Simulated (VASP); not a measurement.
# MgS (Fm-3m) in VASP: G0W0 quasiparticle levels with PBE

Aim: the G0W0 quasiparticle levels of MgS with PBE.

Everything below comes from runs of VASP 6.6.1. Logs are shortened: lines on timing, memory, paths and dates and some standing lists are left out, and cuts for length are marked.

## 1. The cell of the first run

Symmetry: Fm-3m, No. 225, cubic system. Conventional cell: a = 5.203 Å, b = 5.203 Å, c = 5.203 Å, α = 90.00°, β = 90.00°, γ = 90.00°. Within 3.4 Å of Mg (site symmetry m-3m) lie 6 S at 2.60 Å. S (site symmetry m-3m) has 6 Mg at 2.60 Å within 3.4 Å.

## 2. G0W0 quasiparticle levels, PBE

POSCAR

```
MgS
1.0
    0.0000000000      2.6015177399      2.6015177399
    2.6015177399      0.0000000000      2.6015177399
    2.6015177399      2.6015177399      0.0000000000
Mg S
1 1
Direct
    0.0000000000      0.0000000000      0.0000000000
    0.5000000000      0.5000000000      0.5000000000
```

INCAR.step1

```
  ALGO = Normal
  EDIFF = 1E-8
  ENCUT = 500
  GGA = PE
  ISMEAR = 0
  LASPH = T
  LCHARG = F
  LREAL = F
  LWAVE = T
  NELM = 60
  PREC = Accurate
  SIGMA = 0.01
```

INCAR.step2

```
  ALGO = Exact
  EDIFF = 1E-8
  ENCUT = 500
  GGA = PE
  ISMEAR = 0
  ISTART = 1
  LASPH = T
  LCHARG = F
  LOPTICS = T
  LREAL = F
  LWAVE = T
  NBANDS = 49
  NELM = 1
  PREC = Accurate
  SIGMA = 0.01
```

INCAR.step3

```
  ALGO = EVGW0
  EDIFF = 1E-8
  ENCUT = 500
  ENCUTGW = 120.0
  GGA = PE
  ISMEAR = 0
  ISTART = 1
  LASPH = T
  LCHARG = F
  LREAL = F
  LWAVE = F
  NBANDS = 49
  NBANDSGW = 12
  NELMGW = 1
  NOMEGA = 96
  OMEGAMAX = 20
  PREC = Accurate
  PRECFOCK = Fast
  SIGMA = 0.01
```

KPOINTS

```
k-points
0
Gamma
  4 4 4
```

Potentials or basis: VASP PAW PBE potentials, release 64 (Mg_GW, S_GW).

On the command line:

```
$ cat potpaw_PBE.64/Mg_GW/POTCAR potpaw_PBE.64/S_GW/POTCAR > POTCAR
$ cp INCAR.step1 INCAR
$ mpirun -np 1 vasp_std > vasp.out
$ cp INCAR.step2 INCAR
$ mpirun -np 1 vasp_std > vasp.out
$ cp INCAR.step3 INCAR
$ mpirun -np 1 vasp_std > vasp.out
```

OUTCAR:

```text
EDIFF = 1E-8
   ENCUT = 500
   ENCUTGW = 120.0
   GGA = PE
   ISMEAR = 0
   ISTART = 1
   LASPH = T
   LREAL = F
   NELMGW = 1
   PREC = Accurate
   PRECFOCK = Fast

 ion  position               nearest neighbor table
   1  0.000  0.000  0.000-
   2  0.500  0.500  0.500-

  LATTYP: Found a face centered cubic cell.
 ALAT       =     5.2030354798

  Lattice vectors:

 A1 = (   0.0000000000,   2.6015177399,   2.6015177399)
 A2 = (   2.6015177399,   0.0000000000,   2.6015177399)
 A3 = (   2.6015177399,   2.6015177399,   0.0000000000)

Analysis of symmetry for initial positions (statically):
=====================================================================
 Subroutine PRICEL returns:
 Original cell was already a primitive cell.

 Routine SETGRP: Setting up the symmetry group for a
 face centered cubic supercell.

 Subroutine GETGRP returns: Found 48 space group operations
 (whereof 48 operations were pure point group operations)
 out of a pool of 48 trial point group operations.

The static configuration has the point symmetry O_h .

Analysis of symmetry for dynamics (positions and initial velocities):
=====================================================================
 Subroutine PRICEL returns:
 Original cell was already a primitive cell.

 Routine SETGRP: Setting up the symmetry group for a
 face centered cubic supercell.

 Subroutine GETGRP returns: Found 48 space group operations
 (whereof 48 operations were pure point group operations)
 out of a pool of 48 trial point group operations.

The dynamic configuration has the point symmetry O_h .

 Subroutine INISYM returns: Found 48 space group operations
 (whereof 48 operations are pure point group operations),
 and found     1 'primitive' translations

----------------------------------------------------------------------------------------

                                     Primitive cell

  volume of cell :      35.2136

  direct lattice vectors                    reciprocal lattice vectors
     0.000000000  2.601517740  2.601517740    -0.192195499  0.192195499  0.192195499
     2.601517740  0.000000000  2.601517740     0.192195499 -0.192195499  0.192195499
     2.601517740  2.601517740  0.000000000     0.192195499  0.192195499 -0.192195499

  length of vectors
     3.679101671  3.679101671  3.679101671     0.332892369  0.332892369  0.332892369

  position of ions in fractional coordinates (direct lattice)
     0.000000000  0.000000000  0.000000000
     0.500000000  0.500000000  0.500000000

  ion indices of the primitive-cell ions
   primitive index   ion index
                 1           1
                 2           2

----------------------------------------------------------------------------------------

 KPOINTS: k-points

Automatic generation of k-mesh.
 Grid dimensions read from file:
 generate k-points for:    4    4    4

 Generating k-lattice:

  Cartesian coordinates                     Fractional coordinates (reciprocal lattice)
    -0.048048875  0.048048875  0.048048875     0.250000000  0.000000000  0.000000000
     0.048048875 -0.048048875  0.048048875     0.000000000  0.250000000  0.000000000
     0.048048875  0.048048875 -0.048048875     0.000000000  0.000000000  0.250000000

  Length of vectors
     0.083223092  0.083223092  0.083223092

  Shift w.r.t. Gamma in fractional coordinates (k-lattice)
     0.000000000  0.000000000  0.000000000

 Subroutine IBZKPT returns following result:
 ===========================================

 Found      8 irreducible k-points:

 Following reciprocal coordinates:
            Coordinates               Weight
  0.000000  0.000000  0.000000      1.000000
  0.250000  0.000000  0.000000      8.000000
  0.500000  0.000000  0.000000      4.000000
  0.250000  0.250000  0.000000      6.000000
  0.500000  0.250000  0.000000     24.000000
 -0.250000  0.250000  0.000000     12.000000
  0.500000  0.500000  0.000000      3.000000
 -0.250000  0.500000  0.250000      6.000000
   k-points           NKPTS =      8   k-points in BZ     NKDIM =     64   number of bands    NBANDS=     49
   number of dos      NEDOS =    301   number of ions     NIONS =      2
   total plane-waves  NPLWV =  21952
   dimension x,y,z NGX =    28 NGY =   28 NGZ =   28
   dimension x,y,z NGXF=    56 NGYF=   56 NGZF=   56
   ions per type =               1   1
   NGX,Y,Z   is equivalent  to a cutoff of  12.65, 12.65, 12.65 a.u.
   NGXF,Y,Z  is equivalent  to a cutoff of  25.30, 25.30, 25.30 a.u.
 SYSTEM =  unknown system
   PREC   = accura    normal or accurate (medium, high low for compatibility)
   ISTART =      1    job   : 0-new  1-cont  2-samecut
   ICHARG =      0    charge: 1-file 2-atom 10-const
   ISPIN  =      1    spin polarized calculation?
   LNONCOLLINEAR =      F non collinear calculations
   LSORBIT =      F    spin-orbit coupling
   LASPH  =      T    aspherical Exc in radial PAW
   ENCUT  =  500.0 eV  36.75 Ry    6.06 a.u.   6.71  6.71  6.71*2*pi/ulx,y,z
   NELM   =     60;   NELMIN=  2; NELMDL=  0     # of ELM steps
   EDIFF  = 0.1E-07   stopping-criterion for ELM
   LREAL  =      F    real-space projection
   EDIFFG = 0.1E-06   stopping-criterion for IOM
   NSW    =      0    number of steps for IOM
   IBRION =     -1    ionic relax: 0-MD 1-quasi-New 2-CG
   NFREE  =      0    steps in history (QN), initial steepest desc. (CG)
   ISIF   =      0    stress and relaxation
   ISYM   =      3    0-nonsym 1-usesym 2-fastsym
   POTIM  = 0.5000    time-step for ionic-motion
   TEBEG  =    0.0;   TEEND  =   0.0 temperature during run
   PSTRESS=    0.0 pullay stress
   NELECT =       8.0000    total number of electrons
   NUPDOWN=      -1.0000    fix difference up-down
   EMIN   =  10.00;   EMAX   =-10.00  energy-range for DOS
   EFERMI =   0.00;   METHOD = LEGACY
   ISMEAR =     0;   SIGMA  =   0.01  broadening in eV -4-tet -1-fermi 0-gaus
   EFERMI_NEDOS =   21; number of points for ismear=-14 and -15
   IALGO  =     38    algorithm
   IMIX   =      4    mixing-type and parameters
     AMIX     =   0.40;   BMIX     =  1.00
     AMIX_MAG =   1.60;   BMIX_MAG =  1.00
  volume/ion in A,a.u.               =      17.61       118.82
  Fermi-wavevector in a.u.,A,eV,Ry     =   0.998929  1.887702 13.576703  0.997860
  Thomas-Fermi vector in A             =   2.131185
   LORBIT       =      0    0 simple, 1 ext, 2 COOP (PROOUT), +10 PAW based schemes
   GGA     = PE    functional components
   LHFCALC =     T    Hartree Fock is set to
   PRECFOCK=fast      Normal, Fast or Accurate (Low or Medium for compatibility)
   ENCUT4O =  -1.0   cutoff for four orbital integrals eV
   NKREDX  =     1    reduce k-point grid by
   NKREDY  =     1    reduce k-point grid by
   NKREDZ  =     1    reduce k-point grid by
   AEXX    =    1.0000 exact exchange contribution
   HFSCREEN=    0.0000 screening length (either q_TF or 0.3 A-1)
   HFSCREENC=   0.0000 screening length for correlation (either q_TF or 0.3 A-1)
   ENCUTFOCK=  -1.0 apply spherical cutoff to Coloumb kernel
   IVDW    =     0    specifies the selected vdW correction
   LEPSILON=     F    determine dielectric tensor
   LRPA    =     F    only Hartree local field effects (RPA)
   LRPAFORCE           =     F    calculate RPA forces
   ENCUTGW             = 120.0    cutoff for response function in eV
   ENCUTGWSOFT         =  96.0    soft cutoff for Coulomb kernel in GW response function in eV
   ENCUTLF             =  -1.0    cutoff for local field effects
   NELMGW              =     1    number of iterations in solving QP/BSE equation
   NELMHF              =     1    number of iterations in the inner HF iteration
   NKREDLFX            =     1    NKREDLFY  =   1   NKREDLFZ  =   1
 non-spin polarized calculation
 Gauss-broadening in eV      SIGMA  =   0.01
  energy-cutoff  :      500.00
  volume of cell :       35.21
 maximum number of plane-waves:       896
 NGX is ok and might be reduce to    28
  NGX = 16; NGY = 16; NGZ = 16
   NGX = 13   NGY = 13   NGZ = 13
 maximum number of plane-waves:       113
 NGX is ok and might be reduce to    14

 QP shifts <psi_nk| G(iteration)W_0 |psi_nk>: iteration 1
 for sc-GW calculations column KS-energies equals QP-energies in previous step
 and V_xc(KS)=  KS-energies - (<T + V_ion + V_H > + <T+V_H+V_ion>^1  + <V_x>^1)

 k-point   1 :       0.0000    0.0000    0.0000
  band No.  KS-energies  QP-energies   sigma(KS)   V_xc(KS)     V^pw_x(r,r')   Z            occupation Imag(sigma)

      1      -8.9031      -9.5217     -13.4752     -12.5924     -20.8482       0.7008       2.0000       1.4661
      2       3.7694       3.1240     -14.1310     -13.2991     -16.2918       0.7758       2.0000       0.0435
      3       3.7694       3.1240     -14.1310     -13.2991     -16.2918       0.7758       2.0000       0.0435
      4       3.7694       3.1240     -14.1310     -13.2991     -16.2918       0.7758       2.0000       0.0435
      5       7.4664       8.1989      -9.0854     -10.0068      -5.3349       0.7949       0.0000      -0.0511
      6      11.6705      12.4411      -8.3755      -9.3531      -4.2292       0.7882       0.0000      -0.0663
      7      11.6705      12.4411      -8.3755      -9.3531      -4.2292       0.7882       0.0000      -0.0663
      8      11.6705      12.4411      -8.3755      -9.3531      -4.2292       0.7882       0.0000      -0.0663
      9      14.0200      15.0328      -9.1538     -10.4704      -4.5845       0.7693       0.0000      -0.1151
     10      14.0200      15.0328      -9.1538     -10.4704      -4.5845       0.7693       0.0000      -0.1151
     11      16.3030      16.3987      -7.1272      -7.2547      -1.8104       0.7510       0.0000      -0.2688
     12      16.9252      17.5291      -7.6307      -8.4478      -2.0448       0.7391       0.0000      -0.3536

 k-point   2 :       0.2500    0.0000    0.0000
  band No.  KS-energies  QP-energies   sigma(KS)   V_xc(KS)     V^pw_x(r,r')   Z            occupation Imag(sigma)
[... 97 lines left out ...]
      1      -7.1745      -7.5375     -14.3227     -13.7976     -21.4358       0.6913       2.0000       1.0484
      2       0.5322      -0.3853     -12.4733     -11.2429     -15.3373       0.7457       2.0000       0.0762
      3       0.5322      -0.3853     -12.4733     -11.2429     -15.3373       0.7457       2.0000       0.0762
      4       1.4018       0.6200     -12.5027     -11.4684     -14.9863       0.7559       2.0000       0.0599
      5       8.9898       9.8560      -9.2801     -10.3801      -5.6087       0.7875       0.0000      -0.0574
      6      11.6928      12.4308      -9.0954     -10.0469      -4.8531       0.7757       0.0000      -0.0753
      7      11.6928      12.4308      -9.0954     -10.0469      -4.8531       0.7757       0.0000      -0.0753
      8      11.7890      12.5939      -8.3320      -9.3748      -3.8719       0.7718       0.0000      -0.0887
      9      18.0550      18.7493      -8.9095      -9.8361      -3.0984       0.7493       0.0000      -0.4740
     10      18.0550      18.7493      -8.9095      -9.8361      -3.0984       0.7493       0.0000      -0.4740
     11      19.3448      20.2241      -9.4546     -10.6351      -3.7099       0.7448       0.0000      -0.5336
     12      19.4521      20.5903     -10.5105     -12.0562      -4.7658       0.7364       0.0000      -0.4531
```

Wall time 53 s (1 thread of Intel Xeon Platinum 8259CL at 2.50GHz (Skylake/Cascade Lake), shared host); peak memory 0.3 GiB.

What came out:

* Quasiparticle gap: 4.12 eV
* Least direct quasiparticle gap: 5.07 eV
* Band gap of the starting levels on the mesh: 2.75 eV
* Least direct gap of the starting levels on the mesh: 3.70 eV

Caveat: the k points lie up to 0.52 Å⁻¹ apart; bands, screening cutoff and mesh are small and nothing is extrapolated, so the quasiparticle values aren't converged.
